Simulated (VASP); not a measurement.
# InP (Fm-3m) in VASP: notebook, part 2 of 2

VASP 6.6.1.

### Step 3. Elastic constants, LDA

This run uses another cell than the first one, of 17.23 Å³/atom.

Input file INCAR:

```
SYSTEM = InP
PREC = Accurate
ENCUT = 600
EDIFF = 1E-8
ISMEAR = -1
SIGMA = 0.15
LREAL = .FALSE.
LASPH = .TRUE.
NELM = 100
ALGO = Normal
ISIF = 3
LWAVE = .FALSE.
LCHARG = .FALSE.
GGA = CA
IBRION = 6
NFREE = 2
POTIM = 0.015
NSW = 1
```

Input file KPOINTS:

```
regular mesh
0
G
  14 14 14
  0 0 0
```

Input file POSCAR:

```
InP
1.0
    0.0000000000      2.5826107392      2.5826107392
    2.5826107392      0.0000000000      2.5826107392
    2.5826107392      2.5826107392      0.0000000000
In P
1 1
Direct
    0.0000000000      0.0000000000      0.0000000000
    0.5000000000      0.5000000000      0.5000000000
```

Potentials or basis: VASP PAW LDA potentials, release 64 (In_d, P).

On the command line:

```
cat potpaw_LDA.64/In_d/POTCAR potpaw_LDA.64/P/POTCAR > POTCAR
mpirun -np 1 vasp_std > vasp.out
```

OUTCAR:

```text
SYSTEM = InP
   PREC = Accurate
   ENCUT = 600
   EDIFF = 1E-8
   ISMEAR = -1
   LREAL = .FALSE.
   LASPH = .TRUE.
   NELM = 100
   ISIF = 3
   GGA = CA
   IBRION = 6
   NFREE = 2
   POTIM = 0.015
   NSW = 1

 ion  position               nearest neighbor table
   1  0.000  0.000  0.000-   2 2.58   2 2.58   2 2.58   2 2.58   2 2.58   2 2.58
   2  0.500  0.500  0.500-   1 2.58   1 2.58   1 2.58   1 2.58   1 2.58   1 2.58

  LATTYP: Found a face centered cubic cell.
 ALAT       =     5.1652214784

  Lattice vectors:

 A1 = (   0.0000000000,   2.5826107392,   2.5826107392)
 A2 = (   2.5826107392,   0.0000000000,   2.5826107392)
 A3 = (   2.5826107392,   2.5826107392,   0.0000000000)

Analysis of symmetry for initial positions (statically):
=====================================================================
 Subroutine PRICEL returns:
 Original cell was already a primitive cell.

 Routine SETGRP: Setting up the symmetry group for a
 face centered cubic supercell.

 Subroutine GETGRP returns: Found 48 space group operations
 (whereof 48 operations were pure point group operations)
 out of a pool of 48 trial point group operations.

The static configuration has the point symmetry O_h .

Analysis of symmetry for dynamics (positions and initial velocities):
=====================================================================
 Subroutine PRICEL returns:
 Original cell was already a primitive cell.

 Routine SETGRP: Setting up the symmetry group for a
 face centered cubic supercell.

 Subroutine GETGRP returns: Found 48 space group operations
 (whereof 48 operations were pure point group operations)
 out of a pool of 48 trial point group operations.

The dynamic configuration has the point symmetry O_h .

 Subroutine INISYM returns: Found 48 space group operations
 (whereof 48 operations are pure point group operations),
 and found     1 'primitive' translations

----------------------------------------------------------------------------------------

                                     Primitive cell

  volume of cell :      34.4514

  direct lattice vectors                    reciprocal lattice vectors
     0.000000000  2.582610739  2.582610739    -0.193602540  0.193602540  0.193602540
     2.582610739  0.000000000  2.582610739     0.193602540 -0.193602540  0.193602540
     2.582610739  2.582610739  0.000000000     0.193602540  0.193602540 -0.193602540

  length of vectors
     3.652363134  3.652363134  3.652363134     0.335329436  0.335329436  0.335329436

  position of ions in fractional coordinates (direct lattice)
     0.000000000  0.000000000  0.000000000
     0.500000000  0.500000000  0.500000000

  ion indices of the primitive-cell ions
   primitive index   ion index
                 1           1
                 2           2

----------------------------------------------------------------------------------------

 KPOINTS: regular mesh

Automatic generation of k-mesh.
[... 242 lines left out ...]
     13      17.1896      0.00000
[... 356 lines left out ...]
      2      -4.6475      2.00000
      3      -4.6314      2.00000
      4      -4.5336      2.00000
      5      -4.4959      2.00000
      6      -2.6933      2.00000
      7       5.7801      2.00000
      8       8.5575      1.99987
      9       9.1156      1.99456
     10      12.7442      0.00000
     11      14.8278      0.00000
     12      16.1685      0.00000
     13      16.7320      0.00000

 [... further k-points ...]

[... ionic steps 4 to 14 ...]

--------------------------------------- Ionic step       15  -------------------------------------------

 number of electron      17.9999998 magnetization

------------------------ aborting loop because EDIFF is reached ----------------------------------------
[... 67 lines left out ...]
--------------------------------------- Ionic step       17  -------------------------------------------

 number of electron      17.9999997 magnetization

 Free energy of the ion-electron system (eV)
  ---------------------------------------------------
  ext. energy  EPLUGINS =         0.00000000
  ---------------------------------------------------
  free energy    TOTEN  =        -9.08770021 eV

  energy without entropy =       -9.03042297  energy(sigma->0) =       -9.05906159

 E-fermi :   9.7644     XC(G=0): -11.6193

 val. band max:        9.7566945752   @ k =   0.3571   0.0000   0.0000
 cond. band min:       9.7791278362   @ k =   0.3571   0.0714   0.5000
 fundamental gap:      0.0224332610
 Fermi energy:         9.7643742543

 k-point     1 :       0.0000    0.0000    0.0000
  band No.  band energies     occupation
      1      -4.8360      2.00000
      2      -4.8356      2.00000
      3      -4.7971      2.00000
      4      -4.7971      2.00000
      5      -4.7969      2.00000
      6      -4.0531      2.00000
      7       9.2529      1.93603
      8       9.2532      1.93588
      9       9.2532      1.93588
     10      11.9946      0.00000
     11      16.8816      0.00000
     12      16.8816      0.00000
     13      16.8826      0.00000
[... 397 lines left out ...]
  FREE ENERGIE OF THE ION-ELECTRON SYSTEM (eV)
  ---------------------------------------------------
  free  energy   TOTEN  =        -9.0877002146 eV

  energy  without entropy=       -9.0304229678  energy(sigma->0) =       -9.05906159

 INTERNAL STRAIN TENSORS FROM STRAINED CELLS
 ============================================

 INTERNAL STRAIN TENSOR FOR ION    1 for displacements in x,y,z  (eV/Angst):
          X           Y           Z          XY          YZ          ZX
  --------------------------------------------------------------------------------
  x    -0.00000    -0.00000    -0.00000     0.00000     0.00000     0.00000
  y    -0.00000    -0.00000     0.00000     0.00000     0.00000     0.00000
  z     0.00000     0.00000    -0.00000     0.00000     0.00000     0.00000

 INTERNAL STRAIN TENSORS FROM DISPLACED ATOMS
 ============================================

 INTERNAL STRAIN TENSOR FOR ION    1 for displacements in x,y,z  (eV/Angst):
          X           Y           Z          XY          YZ          ZX
  --------------------------------------------------------------------------------
  x     0.00000     0.00000     0.00000     0.00000     0.00000     0.00000
  y     0.00000     0.00000     0.00000     0.00000     0.00000     0.00000
  z     0.00000     0.00000     0.00000     0.00000     0.00000     0.00000

 INTERNAL STRAIN TENSOR FOR ION    2 for displacements in x,y,z  (eV/Angst):
          X           Y           Z          XY          YZ          ZX
  --------------------------------------------------------------------------------
  x     0.00000     0.00000     0.00000     0.00000     0.00000     0.00000
  y     0.00000     0.00000     0.00000     0.00000     0.00000     0.00000
  z     0.00000     0.00000     0.00000     0.00000     0.00000     0.00000

 Eigenvectors and eigenvalues of the dynamical matrix
 ----------------------------------------------------

   1 f  =    7.782654 THz    48.899858 2PiTHz  259.601397 cm-1    32.186457 meV
             X         Y         Z           dx          dy          dz
      0.000000  0.000000  0.000000    -0.460833    0.000000   -0.000000
      2.582611  2.582611  2.582611     0.887487    0.000000   -0.000000
[... 21 lines left out ...]
   6 f/i=    0.000796 THz     0.005001 2PiTHz    0.026552 cm-1     0.003292 meV
             X         Y         Z           dx          dy          dz
      0.000000  0.000000  0.000000     0.430252   -0.759286    0.161247
      2.582611  2.582611  2.582611     0.223411   -0.394264    0.083728

--------------------------------------------------------------------------------------------------------

 ELASTIC MODULI CONTR FROM IONIC RELAXATION (kBar)
 Direction    XX          YY          ZZ          XY          YZ          ZX
 --------------------------------------------------------------------------------
 XX           0.0000      0.0000      0.0000      0.0000      0.0000      0.0000
 YY           0.0000      0.0000      0.0000      0.0000      0.0000      0.0000
 ZZ           0.0000      0.0000      0.0000      0.0000      0.0000      0.0000
 XY           0.0000      0.0000      0.0000      0.0000      0.0000      0.0000
 YZ           0.0000      0.0000      0.0000      0.0000      0.0000      0.0000
 ZX           0.0000      0.0000      0.0000      0.0000      0.0000      0.0000
 --------------------------------------------------------------------------------

 TOTAL ELASTIC MODULI (kBar)
 Direction    XX          YY          ZZ          XY          YZ          ZX
 --------------------------------------------------------------------------------
 XX        3156.6699    671.4725    671.4725     -0.0000     -0.0000      0.0000
 YY         671.4725   3156.6699    671.4725     -0.0000      0.0000     -0.0000
 ZZ         671.4725    671.4725   3156.6699     -0.0000     -0.0000     -0.0000
 XY          -0.0000     -0.0000     -0.0000    353.6156     -0.0000      0.0000
 YZ          -0.0000      0.0000     -0.0000     -0.0000    353.6156     -0.0000
 ZX           0.0000     -0.0000     -0.0000      0.0000     -0.0000    353.6156
 --------------------------------------------------------------------------------
```

OSZICAR:

```text
N       E                     dE             d eps       ncg     rms          rms(c)
DAV:   1     0.116314128086E+03    0.11631E+03   -0.97448E+03  2742   0.196E+03
[... 201 lines left out ...]
DAV:   2    -0.908785132679E+01   -0.16168E-02   -0.19577E-02  9018   0.112E+00    0.598E-02
DAV:   3    -0.908771382427E+01    0.13750E-03   -0.37397E-04  7155   0.145E-01    0.274E-02
DAV:   4    -0.908770122219E+01    0.12602E-04   -0.10268E-04  8374   0.663E-02    0.143E-02
DAV:   5    -0.908770028604E+01    0.93615E-06   -0.11137E-05  7199   0.242E-02    0.970E-03
DAV:   6    -0.908770027627E+01    0.97671E-08   -0.78669E-07  7539   0.709E-03    0.412E-03
DAV:   7    -0.908770021067E+01    0.65608E-07   -0.16278E-07  7947   0.310E-03    0.111E-03
DAV:   8    -0.908770021460E+01   -0.39315E-08   -0.41647E-08  7820   0.145E-03
  17 F= -.90877002E+01 E0= -.90590616E+01  d E =-.572772E-01
```

stdout:

```text
POSCAR found type information on POSCAR InP
 POSCAR found :  2 types and       2 ions
 scaLAPACK will be used
 LDA part: xc-table for (Slater(with rela. corr.)+CA(PZ))
 , standard interpolation
 POSCAR, INCAR and KPOINTS ok, starting setup
 FFT: planning ... GRIDC
 FFT: planning ... GRID_SOFT
 FFT: planning ... GRID
 WAVECAR not read
 entering main loop
 Found     2 degrees of freedom:
 Adding 6 more for cell shape distortion
 Finite differences POTIM= 0.01500 DOF=   8
 bond charge predicted
 Finite differences progress:
 bond charge predicted
 Finite differences progress:
 bond charge predicted
 Finite differences progress:
 bond charge predicted
 Finite differences progress:
 bond charge predicted
 Finite differences progress:
 bond charge predicted
 Finite differences progress:
 bond charge predicted
 Finite differences progress:
 bond charge predicted
 Finite differences progress:
 bond charge predicted
 Finite differences progress:
 bond charge predicted
 Finite differences progress:
 bond charge predicted
 Finite differences progress:
 bond charge predicted
 Finite differences progress:
 bond charge predicted
 Finite differences progress:
 bond charge predicted
 Finite differences progress:
 bond charge predicted
 Finite differences progress:
 bond charge predicted
 Finite differences progress:
```

Wall time 24 min (1 thread of Intel Xeon 6975P-C (Granite Rapids), shared host); peak memory 0.74 GiB.

Results:

- Elastic constants C11, C12, C44: 316, 67, 35 GPa
- Voigt bulk modulus: 150 GPa
- Highest phonon frequency at Γ, LO-TO splitting left out: 260 cm⁻¹

Phonon frequencies in cm⁻¹ (negative: imaginary):
```tsv
q point	frequencies
(0.000, 0.000, 0.000)	0 0 0 260 260 260
```

Elastic tensor in Voigt notation (GPa, in the Cartesian axes of the cell as first typed):
```
316  67  67   0   0   0
 67 316  67   0   0   0
 67  67 316   0   0   0
  0   0   0  35   0   0
  0   0   0   0  35   0
  0   0   0   0   0  35
```

Clamped-ion elastic tensor (GPa):
```
316  67  67   0   0   0
 67 316  67   0   0   0
 67  67 316   0   0   0
  0   0   0  35   0   0
  0   0   0   0  35   0
  0   0   0   0   0  35
```

Caveat: the cell is under stress, which shifts elastic constants; spin-orbit coupling is left out, which moves the levels of the heavy elements.
